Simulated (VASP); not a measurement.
# Rh (P-3m1) in VASP: a series of runs

The runs below take Rh through single point, with PBE.

All numbers are computed with VASP 6.6.1; they aren't measurements. Logs are shortened: lines on timing, memory, paths and dates and some standing lists are left out, and cuts for length are marked.

## (1) The cell of the first run

The structure is trigonal, space group P-3m1 (No. 164). The conventional cell has a = 2.708 Å, b = 2.708 Å, c = 13.767 Å, α = 90.00°, β = 90.00°, γ = 120.00°. Within 3.6 Å of Rh (site symmetry 3m) lie 12 Rh at 2.71 to 3.13 Å. Rh (site symmetry 3m) has 12 Rh at 2.71 Å within 3.6 Å. Rh (site symmetry 3m) has 12 Rh at 2.71 Å within 3.6 Å.

## (2) Single point, PBE (the distance across one plane changed)

INCAR

```
PREC = Accurate
ENCUT = 520
EDIFF = 1E-7
ISMEAR = 0
SIGMA = 0.15
LREAL = False
LASPH = True
NELM = 80
ALGO = Fast
ISIF = 2
LWAVE = False
LCHARG = True
GGA = PE
LELF = True
LVHAR = True
NBANDS = 54
```

KPOINTS

```
Automatic mesh
0
Gamma
  25 25 5
```

POSCAR

```
Rh
1.0
    1.9149654119     -1.9149654119      0.0000000000
    1.9149654119      0.0000000000     -1.9149654119
    7.9485367823      7.9485367823      7.9485367823
Rh
6
Direct
    0.6666666667      0.6666666667      0.0802907701
    0.0000000000      0.0000000000      0.8833590850
    0.3333333333      0.3333333333      0.2409044331
    0.6666666667      0.6666666667      0.5621317591
    0.0000000000      0.0000000000      0.4015180961
    0.3333333333      0.3333333333      0.7227454221
```

Potentials or basis: VASP PAW PBE potentials, release 64 (Rh_pv).

Command:

```bash
$ cat potpaw_PBE.64/Rh_pv/POTCAR > POTCAR
$ mpirun -np 1 vasp_std > vasp.out
```

OUTCAR:

```text
PREC = Accurate
   ENCUT = 520
   EDIFF = 1E-7
   ISMEAR = 0
   LREAL = False
   LASPH = True
   NELM = 80
   ISIF = 2
   GGA = PE

 ion  position               nearest neighbor table
   1  0.667  0.667  0.080-   3 2.71   3 2.71   3 2.71   2 3.13   2 3.13   2 3.13
   2  0.000  0.000  0.883-   6 2.71   6 2.71   6 2.71   1 3.13   1 3.13   1 3.13
   3  0.333  0.333  0.241-   5 2.71   1 2.71   1 2.71   5 2.71   5 2.71   1 2.71
   4  0.667  0.667  0.562-   6 2.71   6 2.71   5 2.71   5 2.71   5 2.71   6 2.71
   5  0.000  0.000  0.402-   3 2.71   4 2.71   4 2.71   4 2.71   3 2.71   3 2.71
   6  0.333  0.333  0.723-   2 2.71   2 2.71   2 2.71   4 2.71   4 2.71   4 2.71

  LATTYP: Found a hexagonal cell.
 ALAT       =     2.7081700570
 C/A-ratio  =     5.0836060008

  Lattice vectors:

 A1 = (  -1.9149654119,   0.0000000000,   1.9149654119)
 A2 = (   1.9149654119,  -1.9149654119,   0.0000000000)
 A3 = (   7.9485367823,   7.9485367823,   7.9485367823)

Analysis of symmetry for initial positions (statically):
=====================================================================
 Subroutine PRICEL returns:
 Original cell was already a primitive cell.

 Routine SETGRP: Setting up the symmetry group for a
 hexagonal supercell.

 Subroutine GETGRP returns: Found 12 space group operations
 (whereof  6 operations were pure point group operations)
 out of a pool of 24 trial point group operations.

The static configuration has the point symmetry C_3v.
 The point group associated with its full space group is D_3d.

Analysis of symmetry for dynamics (positions and initial velocities):
=====================================================================
 Subroutine PRICEL returns:
 Original cell was already a primitive cell.

 Routine SETGRP: Setting up the symmetry group for a
 hexagonal supercell.

 Subroutine GETGRP returns: Found 12 space group operations
 (whereof  6 operations were pure point group operations)
 out of a pool of 24 trial point group operations.

The dynamic configuration has the point symmetry C_3v.
 The point group associated with its full space group is D_3d.

 Subroutine INISYM returns: Found 12 space group operations
 (whereof  6 operations are pure point group operations),
 and found     1 'primitive' translations

----------------------------------------------------------------------------------------

                                     Primitive cell

  volume of cell :      87.4441

  direct lattice vectors                    reciprocal lattice vectors
     1.914965412 -1.914965412  0.000000000     0.174067548 -0.348135096  0.174067548
     1.914965412  0.000000000 -1.914965412     0.174067548  0.174067548 -0.348135096
     7.948536782  7.948536782  7.948536782     0.041936440  0.041936440  0.041936440

  length of vectors
     2.708170057  2.708170057 13.767269553     0.426376673  0.426376673  0.072636044

  position of ions in fractional coordinates (direct lattice)
     0.666666667  0.666666667  0.080290770
     0.000000000  0.000000000  0.883359085
     0.333333333  0.333333333  0.240904433
     0.666666667  0.666666667  0.562131759
     0.000000000  0.000000000  0.401518096
     0.333333333  0.333333333  0.722745422

  ion indices of the primitive-cell ions
   primitive index   ion index
                 1           1
                 2           2
                 3           3
                 4           4
                 5           5
                 6           6

----------------------------------------------------------------------------------------

 KPOINTS: Automatic mesh

Automatic generation of k-mesh.
 Grid dimensions read from file:
 generate k-points for:   25   25    5

 Generating k-lattice:

  Cartesian coordinates                     Fractional coordinates (reciprocal lattice)
     0.006962702 -0.013925404  0.006962702     0.040000000  0.000000000  0.000000000
     0.006962702  0.006962702 -0.013925404     0.000000000  0.040000000  0.000000000
     0.008387288  0.008387288  0.008387288     0.000000000  0.000000000  0.200000000

  Length of vectors
     0.017055067  0.017055067  0.014527209

  Shift w.r.t. Gamma in fractional coordinates (k-lattice)
     0.000000000  0.000000000  0.000000000

 Subroutine IBZKPT returns following result:
 ===========================================

 Found    299 irreducible k-points:

 Following reciprocal coordinates:
            Coordinates               Weight
  0.000000  0.000000  0.000000      1.000000
  0.040000  0.000000  0.000000      6.000000
  0.080000  0.000000  0.000000      6.000000
  0.120000  0.000000  0.000000      6.000000
  0.160000  0.000000  0.000000      6.000000
  0.200000  0.000000  0.000000      6.000000
[... 16 lines left out ...]
  0.440000  0.040000 -0.000000     12.000000
  0.480000  0.040000  0.000000     12.000000
 [... further k-points ...]
   k-points           NKPTS =    299   k-points in BZ     NKDIM =    299   number of bands    NBANDS=     54
   number of dos      NEDOS =    301   number of ions     NIONS =      6
   total plane-waves  NPLWV =  43200
   dimension x,y,z NGX =    20 NGY =   20 NGZ =  108
   dimension x,y,z NGXF=    40 NGYF=   40 NGZF=  216
   ions per type =               6
   NGX,Y,Z   is equivalent  to a cutoff of  12.28, 12.28, 13.04 a.u.
   NGXF,Y,Z  is equivalent  to a cutoff of  24.55, 24.55, 26.08 a.u.
 SYSTEM =  unknown system
   PREC   = accura    normal or accurate (medium, high low for compatibility)
   ISTART =      0    job   : 0-new  1-cont  2-samecut
   ICHARG =      2    charge: 1-file 2-atom 10-const
   ISPIN  =      1    spin polarized calculation?
   LNONCOLLINEAR =      F non collinear calculations
   LSORBIT =      F    spin-orbit coupling
   LASPH  =      T    aspherical Exc in radial PAW
   ENCUT  =  520.0 eV  38.22 Ry    6.18 a.u.   5.04  5.04 25.60*2*pi/ulx,y,z
   NELM   =     80;   NELMIN=  2; NELMDL= -5     # of ELM steps
   EDIFF  = 0.1E-06   stopping-criterion for ELM
   LREAL  =      F    real-space projection
   EDIFFG = 0.1E-05   stopping-criterion for IOM
   NSW    =      0    number of steps for IOM
   IBRION =     -1    ionic relax: 0-MD 1-quasi-New 2-CG
   NFREE  =      0    steps in history (QN), initial steepest desc. (CG)
   ISIF   =      2    stress and relaxation
   ISYM   =      2    0-nonsym 1-usesym 2-fastsym
   POTIM  = 0.5000    time-step for ionic-motion
   TEBEG  =    0.0;   TEEND  =   0.0 temperature during run
   PSTRESS=    0.0 pullay stress
   NELECT =      90.0000    total number of electrons
   NUPDOWN=      -1.0000    fix difference up-down
   EMIN   =  10.00;   EMAX   =-10.00  energy-range for DOS
   EFERMI =   0.00;   METHOD = LEGACY
   ISMEAR =     0;   SIGMA  =   0.15  broadening in eV -4-tet -1-fermi 0-gaus
   EFERMI_NEDOS =   21; number of points for ismear=-14 and -15
   IALGO  =     68    algorithm
   IMIX   =      4    mixing-type and parameters
     AMIX     =   0.40;   BMIX     =  1.00
     AMIX_MAG =   1.60;   BMIX_MAG =  1.00
  volume/ion in A,a.u.               =      14.57        98.35
  Fermi-wavevector in a.u.,A,eV,Ry     =   1.652896  3.123521 37.172010  2.732066
  Thomas-Fermi vector in A             =   2.741427
   LORBIT       =      0    0 simple, 1 ext, 2 COOP (PROOUT), +10 PAW based schemes
   GGA     = PE    functional components
   LHFCALC =     F    Hartree Fock is set to
   AEXX    =    0.0000 exact exchange contribution
   IVDW    =     0    specifies the selected vdW correction
   LEPSILON=     F    determine dielectric tensor
   LRPA    =     F    only Hartree local field effects (RPA)
 non-spin polarized calculation
 RMM-DIIS sequential band-by-band and
 Gauss-broadening in eV      SIGMA  =   0.15
  energy-cutoff  :      520.00
  volume of cell :       87.44
 maximum number of plane-waves:      2385
   NGX = 11   NGY = 11   NGZ = 51

 number of electron      90.0000001 magnetization

 Free energy of the ion-electron system (eV)
  ---------------------------------------------------
  ext. energy  EPLUGINS =         0.00000000
  ---------------------------------------------------
  free energy    TOTEN  =       -43.13933091 eV

  energy without entropy =      -43.03995965  energy(sigma->0) =      -43.08964528

 E-fermi :  10.8759     XC(G=0): -13.6364

 val. band max:       10.8753572889   @ k =   0.3200   0.3200   0.4000
 cond. band min:      10.8764200287   @ k =   0.3600   0.0400   0.4000
 fundamental gap:      0.0010627398
 Fermi energy:        10.8758551324

 k-point     1 :       0.0000    0.0000    0.0000
  band No.  band energies     occupation
      1     -36.1157      2.00000
      2     -35.9933      2.00000
      3     -35.7997      2.00000
      4     -35.5786      2.00000
      5     -35.5668      2.00000
      6     -35.5668      2.00000
[... 46 lines left out ...]
     53      11.3698      0.00000
     54      11.4412      0.00000

 k-point     2 :       0.0400    0.0000    0.0000
  band No.  band energies     occupation
      1     -36.1127      2.00000
      2     -35.9917      2.00000
      3     -35.8001      2.00000
      4     -35.5869      2.00000
      5     -35.5712      2.00000
      6     -35.5693      2.00000
[... 46 lines left out ...]
     53      11.3641      0.00000
     54      12.1653      0.00000

 k-point     3 :       0.0800    0.0000    0.0000
  band No.  band energies     occupation
      1     -36.1038      2.00000
      2     -35.9871      2.00000
      3     -35.8018      2.00000
      4     -35.6113      2.00000
      5     -35.5914      2.00000
      6     -35.5787      2.00000
[... 46 lines left out ...]
     53      11.4569      0.00000
     54      12.9650      0.00000
[... 1084 lines left out ...]
 k-point    23 :       0.4400    0.0400   -0.0000
  band No.  band energies     occupation
      1     -36.1031      2.00000
      2     -36.0762      2.00000
      3     -36.0519      2.00000
      4     -36.0243      2.00000
      5     -35.8818      2.00000
      6     -35.8441      2.00000
[... 46 lines left out ...]
     53      15.3963      0.00000
     54      17.4715      0.00000

 k-point    24 :       0.4800    0.0400    0.0000
  band No.  band energies     occupation
      1     -36.1255      2.00000
      2     -36.0954      2.00000
      3     -36.0694      2.00000
      4     -36.0476      2.00000
      5     -35.8819      2.00000
      6     -35.8566      2.00000
[... 46 lines left out ...]
     53      15.1659      0.00000
     54      16.3961      0.00000

 [... further k-points ...]

------------------------ aborting loop because EDIFF is reached ----------------------------------------

  FORCE on cell =-STRESS in cart. coord.  units (eV):
  Direction    XX          YY          ZZ          XY          YZ          ZX
  --------------------------------------------------------------------------------------
  -------------------------------------------------------------------------------------
  Total       -2.5157730     -2.5157730     -2.5157730     -1.1757555     -1.1757555     -1.1757555
  in kB      -46.0947782    -46.0947782    -46.0947782    -21.5425598    -21.5425598    -21.5425598
  external PRESSURE =     -46.0947782 kB  Pullay stress =       0.0000000 kB

 VOLUME and BASIS-vectors are now :
 -----------------------------------------------------------------------------
  energy-cutoff  :      520.00
  volume of cell :       87.44
      direct lattice vectors                 reciprocal lattice vectors
     1.914965412 -1.914965412  0.000000000     0.174067548 -0.348135096  0.174067548
     1.914965412  0.000000000 -1.914965412     0.174067548  0.174067548 -0.348135096
     7.948536782  7.948536782  7.948536782     0.041936440  0.041936440  0.041936440

 POSITION                                       TOTAL-FORCE (eV/Angst)
 -----------------------------------------------------------------------------------
      3.19148     -0.63845     -0.63845        -0.551260     -0.551260     -0.551260
      7.02141      7.02141      7.02141         0.551260      0.551260      0.551260
      3.19148      1.27652      1.27652        -0.166665     -0.166665     -0.166665
      7.02141      3.19148      3.19148         0.033557      0.033557      0.033557
      3.19148      3.19148      3.19148        -0.033557     -0.033557     -0.033557
      7.02141      5.10645      5.10645         0.166665      0.166665      0.166665
 -----------------------------------------------------------------------------------
    total drift:                                0.000027      0.000027      0.000027

  FREE ENERGIE OF THE ION-ELECTRON SYSTEM (eV)
  ---------------------------------------------------
  free  energy   TOTEN  =       -43.1393309061 eV

  energy  without entropy=      -43.0399596478  energy(sigma->0) =      -43.08964528
```

Wall time 41 min (1 thread of Oxide Virtual Turin-like, shared host); peak memory 0.87 GiB.

What came out:

| Item | Value |
| --- | --- |
| Free energy | -43.1393 eV |
| Pressure | -4.6 GPa |
| Largest force | 0.955 eV/Å |
| Band gap on the k mesh | zero (bands 45 and 46 overlap by 1.85 eV) |

Forces in eV/Å, atoms in the order of the input:
```
Rh  -0.551 -0.551 -0.551
Rh   0.551  0.551  0.551
Rh  -0.167 -0.167 -0.167
Rh   0.034  0.034  0.034
Rh  -0.034 -0.034 -0.034
Rh   0.167  0.167  0.167
```

Levels at points of the mesh, in eV from the Fermi level:
| k point | band 42 | band 43 | band 44 | band 45 | band 46 | band 47 |
| --- | --- | --- | --- | --- | --- | --- |
| (0.00, 0.00, 0.00) | -1.00 | -1.00 | -1.00 | -1.00 | -0.78 | -0.78 |

Caveat: the cell differs from its parent crystal (the distance across one plane changed); the cell stands under tension.

## (3) Single point, PBE (the distance across one plane changed)

INCAR

```
SYSTEM = Rh
ALGO     = Fast           ! electronic algorithm
EDIFF    = 1E-6           ! SCF threshold, eV
ENCUT    = 520            ! plane-wave cutoff, eV
GGA      = PE             ! functional
ISIF     = 2              ! what is computed and relaxed
ISMEAR   = 0              ! smearing method
LASPH    = .TRUE.         ! aspherical terms in the spheres
LCHARG   = .FALSE.        ! write CHGCAR
LREAL    = .FALSE.        ! projectors in reciprocal space
LWAVE    = .FALSE.        ! write WAVECAR
NBANDS   = 54             ! bands
NELM     = 60             ! most SCF steps
PREC     = Accurate       ! precision mode
SIGMA    = 0.15           ! smearing width, eV
```

KPOINTS

```
k-points
0
G
  25 25 5
  0 0 0
```

POSCAR

```
Rh
1.0
    1.9149654119     -1.9149654119      0.0000000000
    1.9149654119      0.0000000000     -1.9149654119
    8.5258870515      8.5258870515      8.5258870515
Rh
6
Direct
    0.6666666667      0.6666666667      0.0748536939
    0.0000000000      0.0000000000      0.8235403703
    0.3333333333      0.3333333333      0.2245910292
    0.6666666667      0.6666666667      0.5240656997
    0.0000000000      0.0000000000      0.3743283645
    0.3333333333      0.3333333333      0.6738030350
```

Potentials or basis: VASP PAW PBE potentials, release 64 (Rh_pv).

Command:

```bash
$ cat potpaw_PBE.64/Rh_pv/POTCAR > POTCAR
$ mpirun -np 1 vasp_std > vasp.out
```

Run time: 37 min. Hardware: 1 thread of Oxide Virtual Turin-like, shared host; peak memory 0.92 GiB.

Results (log left out):

```
Free energy            : -42.2508 eV
Pressure               : -4.6 GPa
Largest force          : 0.274 eV/Å
Band gap on the k mesh : zero (bands 45 and 46 overlap by 1.64 eV)
```

Forces in eV/Å, atoms in the order of the input:
```
Rh  -0.059 -0.059 -0.059
Rh   0.059  0.059  0.059
Rh  -0.158 -0.158 -0.158
Rh   0.098  0.098  0.098
Rh  -0.098 -0.098 -0.098
Rh   0.158  0.158  0.158
```

Stress tensor (GPa, compression positive):
```
-4.64 -0.76 -0.76
-0.76 -4.64 -0.76
-0.76 -0.76 -4.64
```

Levels at points of the mesh, in eV from the Fermi level:
```tsv
k point	band 41	band 42	band 43	band 44	band 45	band 46	band 47	band 48
(0.00, 0.00, 0.00)	-1.70	-0.99	-0.99	-0.97	-0.97	-0.71	-0.71	-0.22
```

Caveat: the cell differs from its parent crystal (the distance across one plane changed); the cell stands under tension.
